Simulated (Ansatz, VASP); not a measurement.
GdIn: VASP beside Ansatz

INCAR

```
SYSTEM = GdIn
PREC = Accurate
ENCUT = 520
EDIFF = 1E-6
ISMEAR = -1
SIGMA = 0.1
LREAL = .FALSE.
LASPH = .TRUE.
NELM = 150
ALGO = Normal
ISIF = 2
LWAVE = .FALSE.
LCHARG = .FALSE.
ISPIN = 2
MAGMOM = 7 0
LORBIT = 11
LMAXMIX = 6
GGA = PS
NBANDS = 26
```

The input KPOINTS:

```
regular mesh
0
G
  8 8 8
  0 0 0
```

File POSCAR:

```
GdIn
1.0
    3.7518147964      0.0000000000      0.0000000000
    0.0000000000      3.7518147964      0.0000000000
    0.0000000000      0.0000000000      3.7518147964
Gd In
1 1
Direct
    0.0000000000      0.0000000000      0.0000000000
    0.5000000000      0.5000000000      0.5000000000
```

Input for Ansatz:

```yaml
crystal:
  lattice:
    - [3.7518147963806006, 0.0, 0.0]
    - [0.0, 3.7518147963806006, 0.0]
    - [0.0, 0.0, 3.7518147963806006]
  atoms:
    - { symbol: Gd, position: [0.0, 0.0, 0.0], spin: 7.0 }
    - { symbol: In, position: [0.5, 0.5, 0.5] }
kpoints:
  mp_grid:
    grid: [8, 8, 8]
hamiltonian:
  xc: pbesol
  pseudopotentials:
    kind: all_electron
    lapw:
      basis_error: 0.001
magnetization:
  spin_polarized: true
scf:
  occupations:
    method: fermi_dirac
    width: 0.1
```

Alike in both runs: task single point; functional PBEsol; k mesh 8 × 8 × 8; occupations fermi-dirac, width 0.1 eV; collinear spin.

|  | VASP | Ansatz |
| --- | --- | --- |
| version | VASP 6.6.1 | Ansatz 0.2.0 |
| potentials or method | VASP PAW PBE potentials, release 64 (Gd, In_d), cutoff 520 eV | all-electron (LAPW or listed datasets) |

```csv
,VASP,Ansatz,Ansatz less VASP
net moment per atom (μB),3.59,3.59,-0.003
size of the moment on the site where the two differ most (μB),6.83,7.10,+0.274
```

VASP's potentials were made for PBE, not for PBEsol. Site moments also hang on the region over which each program counts them. Ansatz ran all-electron here, and VASP with PAW potentials.

Neither program's run includes spin-orbit coupling.
